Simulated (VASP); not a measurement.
MnS:

```
Mn S
1.0
     0.00000    2.80000    2.80000
     2.80000    0.00000    2.80000
     2.80000    2.80000    0.00000
Mn S
1 1
Direct
  0.00000 0.00000 0.00000
  0.75000 0.75000 0.75000
```

Base run:

| Property | Result |
| --- | --- |
| Program | VASP 6.6.1 |
| Functional | LDA |
| Potentials or basis | VASP PAW LDA potentials, release 64 (Mn_pv, S) |
| Cutoff | 520 eV |
| k mesh | 10 × 10 × 10 |
| Occupations | gaussian, width 0.05 eV |
| Spin | collinear spin, ferromagnetic start |
| Starting moments | [4.45, 0.0] μB |

Its results: pressure -6.8 GPa; net moment 4.67 μB per cell.

**Question.** The run is repeated on the same cell with these changes: moments at the start from [4.45, 0.0] to [0.5, 0.0]. What comes out?

**Answer.** Pressure -26.3 GPa; net moment 0.00 μB per cell.

Caveats: the cell stands under tension; a cell with one magnetic atom can't hold antiferromagnetic order, which such compounds often take (at least some runs).
